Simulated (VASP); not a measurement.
Wanted: the native input for a VASP 6.6.1 run.

```yaml
Task: single point
Functional: HSE06
Potentials_or_basis: VASP PAW PBE potentials, release 64 (Cs_sv, I)
Cutoff: 400 eV
k_mesh: 4 × 4 × 4
Occupations: gaussian, width 0.01 eV
Spin: no spin polarisation
Dipole_correction: no
Grid_for_exact_exchange_PRECFOCK: Normal
Further_INCAR_settings: ALGO = Normal; EDIFF = 1e-06; NBANDS = 15
Share_of_exact_exchange: 0.25
Screening_parameter: 0.2079 1/Å
```

CsI:

```
CELL_PARAMETERS angstrom
4.60808 0.00000 0.00000
0.00000 4.60808 0.00000
0.00000 0.00000 4.60808
ATOMIC_POSITIONS crystal
Cs 0.00000 0.00000 0.00000
I 0.50000 0.50000 0.50000
```

One way to write it, as run:

POSCAR

```
CsI
1.0
    4.6080834137      0.0000000000      0.0000000000
    0.0000000000      4.6080834137      0.0000000000
    0.0000000000      0.0000000000      4.6080834137
Cs I
1 1
Direct
    0.0000000000      0.0000000000      0.0000000000
    0.5000000000      0.5000000000      0.5000000000
```

INCAR.step1

```
  PREC = Accurate
  ENCUT = 400
  EDIFF = 1E-5
  ISMEAR = 0
  SIGMA = 0.01
  LREAL = F
  LASPH = T
  NELM = 120
  ALGO = Normal
  ISIF = 2
  LWAVE = T
  NBANDS = 15
  GGA = PE
  GGA_COMPAT = F
```

INCAR.step2

```
  PREC = Accurate
  ENCUT = 400
  EDIFF = 1E-6
  ISMEAR = 0
  SIGMA = 0.01
  LREAL = F
  LASPH = T
  NELM = 120
  ALGO = Normal
  ISIF = 2
  LWAVE = F
  LCHARG = T
  GGA = PE
  LHFCALC = T
  HFSCREEN = 0.2079
  PRECFOCK = Normal
  LELF = T
  LVHAR = T
  NBANDS = 15
  ISTART = 1
  GGA_COMPAT = F
```

KPOINTS

```
Automatic mesh
0
Gamma
  4 4 4
```

Potentials or basis: VASP PAW PBE potentials, release 64 (Cs_sv, I).

The run is started by

```bash
$ cat potpaw_PBE.64/Cs_sv/POTCAR potpaw_PBE.64/I/POTCAR > POTCAR
$ cp INCAR.step1 INCAR
$ mpirun -np 1 vasp_std > vasp.out
$ cp INCAR.step2 INCAR
$ mpirun -np 1 vasp_std > vasp.out
```

Results of the run:

| Item | Value |
| --- | --- |
| Pressure | 0.2 GPa |
| Band gap on the k mesh | 4.78 eV (least direct gap 4.88 eV) |

Caveat: the PAW data sets were made with another functional, which shifts forces and pressure a little; spin-orbit coupling is left out, which moves the levels of the heavy elements.

Wall time 4.9 min on 1 thread of AMD EPYC 9R45 96-Core Processor (Zen 5), with other jobs on the host, peak memory 0.25 GiB.
